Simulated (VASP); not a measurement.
**La3AlN4: single point with PBE**

Crystal: La3AlN4.

```xyz
8
Lattice="6.4493 -1.8898 0.1875 6.4493 1.8898 0.1875 -2.6732 0.0000 5.8473" Properties=species:S:1:pos:R:3 pbc="T T T"
Al   11.8644    0.0000    2.2117
La    1.0514    0.0000    5.9128
La    4.5224    0.0000    4.7602
La    8.0406    0.0000    2.9878
N    10.0808    0.0000    1.5920
N    -0.6253    0.0000    3.6877
N     2.4404    0.0000    3.9865
N     6.0834    0.0000    1.3060
```

```json
{
 "Program": "VASP 6.6.1",
 "Task": "single point",
 "Functional": "PBE",
 "Potentials or basis": "VASP PAW PBE potentials, release 64 (Al, La, N)",
 "Cutoff": "520 eV",
 "k mesh": "8 × 8 × 4",
 "Occupations": "fermi-dirac, width 0.02 eV",
 "Spin": "no spin polarisation",
 "Dipole correction": "no",
 "Further INCAR settings": "ALGO = Normal; EDIFF = 1e-06; NBANDS = 38"
}
```

```yaml
Pressure: 0.9 GPa
Largest_force: 0.222 eV/Å
Band_gap_on_the_k_mesh: 0.58 eV, indirect (least direct gap 1.35 eV)
```

Forces in eV/Å, atoms in the order of the input:
```
Al   0.089  0.000 -0.074
La   0.031  0.000  0.012
La   0.007  0.000  0.016
La   0.009  0.000 -0.042
N   -0.192  0.000 -0.036
N    0.028  0.000  0.220
N   -0.039  0.000 -0.016
N    0.067  0.000 -0.080
```

Stress tensor (GPa, compression positive):
```
0.85 0.00 0.14
0.00 0.96 0.00
0.14 0.00 0.90
```

Levels at points of the mesh, in eV from the valence-band top:
| k point | band 24 | band 25 | band 26 | band 27 | band 28 | band 29 | band 30 | band 31 | band 32 | band 33 |
| --- | --- | --- | --- | --- | --- | --- | --- | --- | --- | --- |
| (0.00, 0.00, 0.00) | -1.44 | -1.26 | -1.03 | -0.95 | -0.77 | 0.58 | 1.99 | 2.53 | 2.99 | 3.31 |
| (0.50, 0.00, 0.00) | -1.19 | -0.86 | -0.71 | -0.67 | -0.53 | 1.66 | 2.16 | 2.46 | 2.99 | 3.27 |
| (0.50, 0.50, 0.00) | -1.66 | -1.22 | -1.06 | -1.02 | -0.76 | 1.28 | 2.09 | 2.61 | 2.92 | 3.25 |
| (0.00, 0.00, 0.50) | -1.30 | -1.26 | -1.19 | -1.09 | -0.99 | 1.49 | 2.23 | 2.39 | 2.85 | 3.25 |
| (0.50, 0.00, 0.50) | -1.20 | -0.77 | -0.69 | -0.33 | 0.00 | 1.81 | 2.19 | 2.58 | 2.91 | 3.21 |
| (0.50, 0.50, 0.50) | -1.48 | -1.12 | -1.07 | -0.95 | -0.74 | 1.79 | 1.91 | 2.28 | 2.43 | 3.19 |

Wall time 22 min on 1 thread of Intel Xeon 8259CL, with other jobs on the host, peak memory 0.62 GiB.

Caveat: spin-orbit coupling is left out, which moves the levels of the heavy elements. A k mesh can miss the band edges.
